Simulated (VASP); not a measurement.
# TaN (rocksalt type) (Fm-3m) in VASP: a series of runs, part 2 of 2

VASP 6.6.1. Earlier steps stand in the parts before.

## 4. Single point, PBE

This run uses another cell than the first one, of 10.77 Å³/atom, 1.064 times its volume.

Input file INCAR:

```
  PREC = Accurate
  ENCUT = 520
  EDIFF = 1E-6
  ISMEAR = -1
  SIGMA = 0.08
  LREAL = F
  LASPH = T
  NELM = 60
  ALGO = Normal
  ISIF = 2
  LWAVE = F
  LCHARG = F
  GGA = PE
  NBANDS = 15
```

Input file KPOINTS:

```
regular mesh
0
Gamma
  15 15 15
```

Input file POSCAR:

```
TaN
1.0
    0.0000000000      2.2085116747      2.2085116747
    2.2085116747      0.0000000000      2.2085116747
    2.2085116747      2.2085116747      0.0000000000
Ta N
1 1
Direct
    0.0000000000      0.0000000000      0.0000000000
    0.5000000000      0.5000000000      0.5000000000
```

Potentials or basis: VASP PAW PBE potentials, release 64 (Ta_pv, N).

Run with:

```sh
$ cat potpaw_PBE.64/Ta_pv/POTCAR potpaw_PBE.64/N/POTCAR > POTCAR
$ mpirun -np 1 vasp_std > vasp.out
```

OUTCAR:

```text
PREC = Accurate
   ENCUT = 520
   EDIFF = 1E-6
   ISMEAR = -1
   LREAL = F
   LASPH = T
   NELM = 60
   ISIF = 2
   GGA = PE

 ion  position               nearest neighbor table
   1  0.000  0.000  0.000-   2 2.21   2 2.21   2 2.21   2 2.21   2 2.21   2 2.21
   2  0.500  0.500  0.500-   1 2.21   1 2.21   1 2.21   1 2.21   1 2.21   1 2.21

  LATTYP: Found a face centered cubic cell.
 ALAT       =     4.4170233494

  Lattice vectors:

 A1 = (   0.0000000000,   2.2085116747,   2.2085116747)
 A2 = (   2.2085116747,   0.0000000000,   2.2085116747)
 A3 = (   2.2085116747,   2.2085116747,   0.0000000000)

Analysis of symmetry for initial positions (statically):
=====================================================================
 Subroutine PRICEL returns:
 Original cell was already a primitive cell.

 Routine SETGRP: Setting up the symmetry group for a
 face centered cubic supercell.

 Subroutine GETGRP returns: Found 48 space group operations
 (whereof 48 operations were pure point group operations)
 out of a pool of 48 trial point group operations.

The static configuration has the point symmetry O_h .

Analysis of symmetry for dynamics (positions and initial velocities):
=====================================================================
 Subroutine PRICEL returns:
 Original cell was already a primitive cell.

 Routine SETGRP: Setting up the symmetry group for a
 face centered cubic supercell.

 Subroutine GETGRP returns: Found 48 space group operations
 (whereof 48 operations were pure point group operations)
 out of a pool of 48 trial point group operations.

The dynamic configuration has the point symmetry O_h .

 Subroutine INISYM returns: Found 48 space group operations
 (whereof 48 operations are pure point group operations),
 and found     1 'primitive' translations

----------------------------------------------------------------------------------------

                                     Primitive cell

  volume of cell :      21.5441

  direct lattice vectors                    reciprocal lattice vectors
     0.000000000  2.208511675  2.208511675    -0.226396811  0.226396811  0.226396811
     2.208511675  0.000000000  2.208511675     0.226396811 -0.226396811  0.226396811
     2.208511675  2.208511675  0.000000000     0.226396811  0.226396811 -0.226396811

  length of vectors
     3.123307163  3.123307163  3.123307163     0.392130779  0.392130779  0.392130779

  position of ions in fractional coordinates (direct lattice)
     0.000000000  0.000000000  0.000000000
     0.500000000  0.500000000  0.500000000

  ion indices of the primitive-cell ions
   primitive index   ion index
                 1           1
                 2           2

----------------------------------------------------------------------------------------

 KPOINTS: regular mesh

Automatic generation of k-mesh.
 Grid dimensions read from file:
 generate k-points for:   15   15   15

 Generating k-lattice:

  Cartesian coordinates                     Fractional coordinates (reciprocal lattice)
    -0.015093121  0.015093121  0.015093121     0.066666667  0.000000000  0.000000000
     0.015093121 -0.015093121  0.015093121     0.000000000  0.066666667  0.000000000
     0.015093121  0.015093121 -0.015093121     0.000000000  0.000000000  0.066666667

  Length of vectors
     0.026142052  0.026142052  0.026142052

  Shift w.r.t. Gamma in fractional coordinates (k-lattice)
     0.000000000  0.000000000  0.000000000

 Subroutine IBZKPT returns following result:
 ===========================================

 Found    120 irreducible k-points:

 Following reciprocal coordinates:
            Coordinates               Weight
  0.000000  0.000000  0.000000      1.000000
  0.066667  0.000000  0.000000      8.000000
  0.133333  0.000000  0.000000      8.000000
  0.200000  0.000000  0.000000      8.000000
  0.266667  0.000000  0.000000      8.000000
  0.333333  0.000000  0.000000      8.000000
[... 16 lines left out ...]
  0.133333  0.133333  0.000000      6.000000
  0.200000  0.133333  0.000000     24.000000
 [... further k-points ...]
   k-points           NKPTS =    120   k-points in BZ     NKDIM =    120   number of bands    NBANDS=     15
   number of dos      NEDOS =    301   number of ions     NIONS =      2
   total plane-waves  NPLWV =  13824
   dimension x,y,z NGX =    24 NGY =   24 NGZ =   24
   dimension x,y,z NGXF=    48 NGYF=   48 NGZF=   48
   ions per type =               1   1
   NGX,Y,Z   is equivalent  to a cutoff of  12.77, 12.77, 12.77 a.u.
   NGXF,Y,Z  is equivalent  to a cutoff of  25.55, 25.55, 25.55 a.u.
 SYSTEM =  unknown system
   PREC   = accura    normal or accurate (medium, high low for compatibility)
   ISTART =      0    job   : 0-new  1-cont  2-samecut
   ICHARG =      2    charge: 1-file 2-atom 10-const
   ISPIN  =      1    spin polarized calculation?
   LNONCOLLINEAR =      F non collinear calculations
   LSORBIT =      F    spin-orbit coupling
   LASPH  =      T    aspherical Exc in radial PAW
   ENCUT  =  520.0 eV  38.22 Ry    6.18 a.u.   5.81  5.81  5.81*2*pi/ulx,y,z
   NELM   =     60;   NELMIN=  2; NELMDL= -5     # of ELM steps
   EDIFF  = 0.1E-05   stopping-criterion for ELM
   LREAL  =      F    real-space projection
   EDIFFG = 0.1E-04   stopping-criterion for IOM
   NSW    =      0    number of steps for IOM
   IBRION =     -1    ionic relax: 0-MD 1-quasi-New 2-CG
   NFREE  =      0    steps in history (QN), initial steepest desc. (CG)
   ISIF   =      2    stress and relaxation
   ISYM   =      2    0-nonsym 1-usesym 2-fastsym
   POTIM  = 0.5000    time-step for ionic-motion
   TEBEG  =    0.0;   TEEND  =   0.0 temperature during run
   PSTRESS=    0.0 pullay stress
   NELECT =      16.0000    total number of electrons
   NUPDOWN=      -1.0000    fix difference up-down
   EMIN   =  10.00;   EMAX   =-10.00  energy-range for DOS
   EFERMI =   0.00;   METHOD = LEGACY
   ISMEAR =    -1;   SIGMA  =   0.08  broadening in eV -4-tet -1-fermi 0-gaus
   EFERMI_NEDOS =   21; number of points for ismear=-14 and -15
   IALGO  =     38    algorithm
   IMIX   =      4    mixing-type and parameters
     AMIX     =   0.40;   BMIX     =  1.00
     AMIX_MAG =   1.60;   BMIX_MAG =  1.00
  volume/ion in A,a.u.               =      10.77        72.69
  Fermi-wavevector in a.u.,A,eV,Ry     =   1.482536  2.801586 29.904405  2.197912
  Thomas-Fermi vector in A             =   2.596309
   LORBIT       =      0    0 simple, 1 ext, 2 COOP (PROOUT), +10 PAW based schemes
   GGA     = PE    functional components
   LHFCALC =     F    Hartree Fock is set to
   AEXX    =    0.0000 exact exchange contribution
   IVDW    =     0    specifies the selected vdW correction
   LEPSILON=     F    determine dielectric tensor
   LRPA    =     F    only Hartree local field effects (RPA)
 non-spin polarized calculation
  energy-cutoff  :      520.00
  volume of cell :       21.54
 maximum number of plane-waves:       590
   NGX = 11   NGY = 11   NGZ = 11

 number of electron      16.0000003 magnetization

 Free energy of the ion-electron system (eV)
  ---------------------------------------------------
  ext. energy  EPLUGINS =         0.00000000
  ---------------------------------------------------
  free energy    TOTEN  =       -21.83896367 eV

  energy without entropy =      -21.82331354  energy(sigma->0) =      -21.83113860

 E-fermi :   9.3932     XC(G=0): -13.3653

 val. band max:        9.3664208848   @ k =   0.2000   0.1333   0.0000
 cond. band min:       9.4257302762   @ k =   0.2000   0.1333   0.0000
 fundamental gap:      0.0593093914
 Fermi energy:         9.3932168859

 k-point     1 :       0.0000    0.0000    0.0000
  band No.  band energies     occupation
      1     -26.4054      2.00000
      2     -26.4054      2.00000
      3     -26.4054      2.00000
      4      -9.3576      2.00000
      5       5.6082      2.00000
      6       5.6082      2.00000
      7       5.6082      2.00000
      8       7.3281      2.00000
      9       7.3281      2.00000
     10       7.3281      2.00000
     11       9.4589      0.61121
     12       9.4589      0.61120
     13      10.8043      0.00000
     14      18.7982      0.00000
     15      21.7305      0.00000
[... 397 lines left out ...]
 k-point    24 :       0.2000    0.1333    0.0000
  band No.  band energies     occupation
      1     -26.6361      2.00000
      2     -26.4726      2.00000
      3     -26.4642      2.00000
      4      -8.5596      2.00000
      5       2.3333      2.00000
      6       4.3833      2.00000
      7       4.5425      2.00000
      8       6.5441      2.00000
      9       9.3664      1.16593
     10       9.4257      0.79954
     11      10.3712      0.00001
     12      11.2469      0.00000
     13      14.5326      0.00000
     14      21.3725      0.00000
     15      21.7290      0.00000

 [... further k-points ...]
[... 5 lines left out ...]
  --------------------------------------------------------------------------------------
  -------------------------------------------------------------------------------------
  Total        0.1070781      0.1070781      0.1070781     -0.0000000     -0.0000000      0.0000000
  in kB        7.9630962      7.9630962      7.9630962     -0.0000000     -0.0000000      0.0000000
  external PRESSURE =       7.9630962 kB  Pullay stress =       0.0000000 kB

 VOLUME and BASIS-vectors are now :
 -----------------------------------------------------------------------------
  energy-cutoff  :      520.00
  volume of cell :       21.54
      direct lattice vectors                 reciprocal lattice vectors
     0.000000000  2.208511675  2.208511675    -0.226396811  0.226396811  0.226396811
     2.208511675  0.000000000  2.208511675     0.226396811 -0.226396811  0.226396811
     2.208511675  2.208511675  0.000000000     0.226396811  0.226396811 -0.226396811

 POSITION                                       TOTAL-FORCE (eV/Angst)
 -----------------------------------------------------------------------------------
      0.00000      0.00000      0.00000         0.000000     -0.000000     -0.000000
      2.20851      2.20851      2.20851        -0.000000      0.000000      0.000000
 -----------------------------------------------------------------------------------
    total drift:                                0.000000     -0.000000     -0.000000

  FREE ENERGIE OF THE ION-ELECTRON SYSTEM (eV)
  ---------------------------------------------------
  free  energy   TOTEN  =       -21.8389636678 eV

  energy  without entropy=      -21.8233135384  energy(sigma->0) =      -21.83113860
```

OSZICAR:

```text
N       E                     dE             d eps       ncg     rms          rms(c)
DAV:   1     0.974088176272E+02    0.97409E+02   -0.85875E+03  3607   0.111E+03
DAV:   2    -0.216966052456E+02   -0.11911E+03   -0.11265E+03  4398   0.304E+02
DAV:   3    -0.248537924006E+02   -0.31572E+01   -0.31337E+01  4160   0.481E+01
DAV:   4    -0.248671636616E+02   -0.13371E-01   -0.13368E-01  4489   0.339E+00
DAV:   5    -0.248672426808E+02   -0.79019E-04   -0.79020E-04  4181   0.232E-01    0.235E+01
DAV:   6    -0.219375875654E+02    0.29297E+01   -0.55503E+00  4383   0.263E+01    0.967E+00
DAV:   7    -0.218734964500E+02    0.64091E-01   -0.54600E-01  3943   0.607E+00    0.678E+00
DAV:   8    -0.218459450951E+02    0.27551E-01   -0.14961E-01  4223   0.333E+00    0.167E+00
DAV:   9    -0.218390197386E+02    0.69254E-02   -0.19044E-02  4160   0.114E+00    0.316E-01
DAV:  10    -0.218389971159E+02    0.22623E-04   -0.14019E-03  4167   0.378E-01    0.547E-02
DAV:  11    -0.218389632729E+02    0.33843E-04   -0.60986E-05  4154   0.940E-02    0.154E-02
DAV:  12    -0.218389636678E+02   -0.39498E-06   -0.53849E-06  4202   0.223E-02
   1 F= -.21838964E+02 E0= -.21831139E+02  d E =-.156501E-01
```

It took 79 s on 1 thread of AMD EPYC 7R13, shared host; peak memory 0.14 GiB.

Results:

| Property | Result |
| --- | --- |
| Free energy | -21.8390 eV |
| Pressure | 0.8 GPa |
| Band gap on the k mesh | zero (band 8 reaches 11.17 eV, above the bottom of band 9 at 7.33 eV) |

Levels at points of the mesh, in eV from the Fermi level:
```csv
k point,band 6,band 7,band 8,band 9,band 10,band 11
"(0.00, 0.00, 0.00)",-3.79,-3.79,-2.07,-2.07,-2.07,0.07
```

Caveat: spin-orbit coupling is left out, which moves the levels of the heavy elements.

## 5. Single point, PBE

This run uses another cell than the first one, of 10.77 Å³/atom, 1.064 times its volume.

Input file INCAR:

```
SYSTEM = TaN
  ALGO = Normal
  EDIFF = 1E-7
  ENCUT = 520
  GGA = PE
  ISIF = 2
  ISMEAR = -1
  LASPH = .True.
  LCHARG = .True.
  LELF = .True.
  LREAL = .False.
  LVHAR = .True.
  LWAVE = .False.
  NBANDS = 15
  NELM = 60
  PREC = Accurate
  SIGMA = 0.08
```

Input file KPOINTS:

```
k-points
0
Gamma
  15 15 15
  0 0 0
```

POSCAR is that of step 4.

Potentials or basis: VASP PAW PBE potentials, release 64 (Ta_pv, N).

Run with:

```sh
$ cat potpaw_PBE.64/Ta_pv/POTCAR potpaw_PBE.64/N/POTCAR > POTCAR
$ mpirun -np 1 vasp_std > vasp.out
```

OUTCAR:

```text
SYSTEM = TaN
   EDIFF = 1E-7
   ENCUT = 520
   GGA = PE
   ISIF = 2
   ISMEAR = -1
   LASPH = .True.
   LREAL = .False.
   NELM = 60
   PREC = Accurate

 ion  position               nearest neighbor table
   1  0.000  0.000  0.000-   2 2.21   2 2.21   2 2.21   2 2.21   2 2.21   2 2.21
   2  0.500  0.500  0.500-   1 2.21   1 2.21   1 2.21   1 2.21   1 2.21   1 2.21

  LATTYP: Found a face centered cubic cell.
 ALAT       =     4.4170233494

  Lattice vectors:

 A1 = (   0.0000000000,   2.2085116747,   2.2085116747)
 A2 = (   2.2085116747,   0.0000000000,   2.2085116747)
[... 609 lines left out ...]
     12      11.2471      0.00000
     13      14.5328      0.00000
     14      21.3725      0.00000
     15      21.7295      0.00000

 [... further k-points ...]
[... 5 lines left out ...]
  --------------------------------------------------------------------------------------
  -------------------------------------------------------------------------------------
  Total        0.1059393      0.1059393      0.1059393      0.0000000      0.0000000      0.0000000
  in kB        7.8784129      7.8784129      7.8784129      0.0000000      0.0000000      0.0000000
  external PRESSURE =       7.8784129 kB  Pullay stress =       0.0000000 kB

 VOLUME and BASIS-vectors are now :
 -----------------------------------------------------------------------------
  energy-cutoff  :      520.00
  volume of cell :       21.54
      direct lattice vectors                 reciprocal lattice vectors
     0.000000000  2.208511675  2.208511675    -0.226396811  0.226396811  0.226396811
     2.208511675  0.000000000  2.208511675     0.226396811 -0.226396811  0.226396811
     2.208511675  2.208511675  0.000000000     0.226396811  0.226396811 -0.226396811

 POSITION                                       TOTAL-FORCE (eV/Angst)
 -----------------------------------------------------------------------------------
      0.00000      0.00000      0.00000         0.000000     -0.000000      0.000000
      2.20851      2.20851      2.20851        -0.000000      0.000000     -0.000000
 -----------------------------------------------------------------------------------
    total drift:                                0.000000     -0.000000     -0.000000

  FREE ENERGIE OF THE ION-ELECTRON SYSTEM (eV)
  ---------------------------------------------------
  free  energy   TOTEN  =       -21.8389632504 eV

  energy  without entropy=      -21.8233133888  energy(sigma->0) =      -21.83113832
```

OSZICAR:

```text
N       E                     dE             d eps       ncg     rms          rms(c)
DAV:   1     0.974088176272E+02    0.97409E+02   -0.85875E+03  3607   0.111E+03
DAV:   2    -0.216966052456E+02   -0.11911E+03   -0.11265E+03  4398   0.304E+02
DAV:   3    -0.248537924006E+02   -0.31572E+01   -0.31337E+01  4160   0.481E+01
DAV:   4    -0.248671636616E+02   -0.13371E-01   -0.13368E-01  4489   0.339E+00
DAV:   5    -0.248672426808E+02   -0.79019E-04   -0.79020E-04  4181   0.232E-01    0.235E+01
DAV:   6    -0.219375875654E+02    0.29297E+01   -0.55503E+00  4383   0.263E+01    0.967E+00
DAV:   7    -0.218734964500E+02    0.64091E-01   -0.54600E-01  3943   0.607E+00    0.678E+00
DAV:   8    -0.218459450951E+02    0.27551E-01   -0.14961E-01  4223   0.333E+00    0.167E+00
DAV:   9    -0.218390197386E+02    0.69254E-02   -0.19044E-02  4160   0.114E+00    0.316E-01
DAV:  10    -0.218389971159E+02    0.22623E-04   -0.14019E-03  4167   0.378E-01    0.547E-02
DAV:  11    -0.218389632729E+02    0.33843E-04   -0.60986E-05  4154   0.940E-02    0.154E-02
DAV:  12    -0.218389636678E+02   -0.39492E-06   -0.53849E-06  4230   0.223E-02    0.790E-03
DAV:  13    -0.218389632187E+02    0.44912E-06   -0.21563E-07  4114   0.446E-03    0.220E-03
DAV:  14    -0.218389632504E+02   -0.31749E-07   -0.13956E-08  2444   0.120E-03
   1 F= -.21838963E+02 E0= -.21831138E+02  d E =-.156499E-01
```

Run time: 94 s. Hardware: 1 thread of AMD EPYC 7R13, shared host; peak memory 0.14 GiB.

What came out:

* Free energy: -21.8390 eV
* Pressure: 0.8 GPa
* Band gap on the k mesh: zero (band 8 reaches 11.17 eV, above the bottom of band 9 at 7.33 eV)

Caveat: spin-orbit coupling is left out, which moves the levels of the heavy elements.
